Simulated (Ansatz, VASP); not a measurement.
**Two plane-wave programs on Hf**

Contents of POSCAR:

```
Hf
1.0
    3.1673477160      0.0000000000      0.0000000000
    0.0000000000      3.1673477160      0.0000000000
    0.0000000000      0.0000000000     19.6157685857
Hf
3
Direct
    0.5000000000      0.5000000000      0.2039175769
    0.0000000000      0.0000000000      0.3087348702
    0.5000000000      0.5000000000      0.4137369663
```

INCAR.step1

```
PREC = Accurate
ENCUT = 440
ISMEAR = 0
SIGMA = 0.1
LREAL = F
LASPH = T
NELM = 120
LDIPOL = T
IDIPOL = 3
DIPOL = 0.5 0.5 0.309
NBANDS = 22
GGA = PE
ALGO = Normal
EDIFF = 1E-5
LWAVE = T
LCHARG = F
GGA_COMPAT = F
NELMDL = -8
```

The input INCAR.step2:

```
PREC = Accurate
ENCUT = 440
EDIFF = 1E-6
ISMEAR = 0
SIGMA = 0.1
LREAL = F
LASPH = T
NELM = 120
ALGO = Normal
ISIF = 2
LWAVE = F
LCHARG = T
LDIPOL = T
IDIPOL = 3
DIPOL = 0.5 0.5 0.309
METAGGA = R2SCAN
LMIXTAU = T
LELF = T
LVHAR = T
LVACPOTAV = T
NBANDS = 22
ISTART = 1
GGA_COMPAT = F
```

The input KPOINTS:

```
regular mesh
0
Gamma
  8 8 1
```

Input for Ansatz:

```yaml
crystal:
  lattice:
    - [3.167347716, 0.0, 0.0]
    - [0.0, 3.167347716, 0.0]
    - [0.0, 0.0, 19.6157685857]
  atoms:
    - { symbol: Hf, position: [0.5, 0.5, 0.2039175769] }
    - { symbol: Hf, position: [0.0, 0.0, 0.3087348702] }
    - { symbol: Hf, position: [0.5, 0.5, 0.4137369663] }
basis:
  ecutwfc: 500
kpoints:
  mp_grid: { grid: [8, 8, 1] }
hamiltonian:
  xc: r2scan
scf:
  occupations: { method: gaussian, width: 0.1 }
output:
  forces: true
  eigenvalues: true
  write_density: true
  write_potential: true
  elf: true
  volumetric_format: npy
efield:
  axis: 3
  dipole_correction: true
  ramp_width: 0.04
```

Alike in both runs: task single point; functional r2SCAN; k mesh 8 × 8 × 1; occupations gaussian, width 0.1 eV; no spin polarisation.

```csv
,VASP,Ansatz
version,VASP 6.6.1,Ansatz 0.2.0
potentials or method,"VASP PAW PBE potentials, release 64 (Hf_pv), cutoff 440 eV","scalar-relativistic, plane waves, PAW"
valence electrons in the cell,30,78
```

Ansatz gave:

```
gap on the k mesh at the Fermi level (eV)  : none
rms of the force components (eV/Å)         : 0.031
work function, face that differs most (eV) : 4.09
```

Problem. What did VASP give for the same quantities?

Solution. gap on the k mesh at the Fermi level (eV): none; rms of the force components (eV/Å): 0.008; work function, face that differs most (eV): 4.10.

VASP's potentials were made for PBE, not for r2SCAN. Atom by atom the forces differ by 0.026 eV/Å (rms over components). A gap of «none» marks a metal or a gap that the smearing closes. With one functional, cell and mesh, what is left measures potentials, basis and numerics. VASP's potentials hold 30 valence electrons a cell and Ansatz's 78, so a difference there can come from the potentials and not from the codes. Ansatz's warnings: xc potential rough in thin density.

Spin-orbit coupling is off throughout.
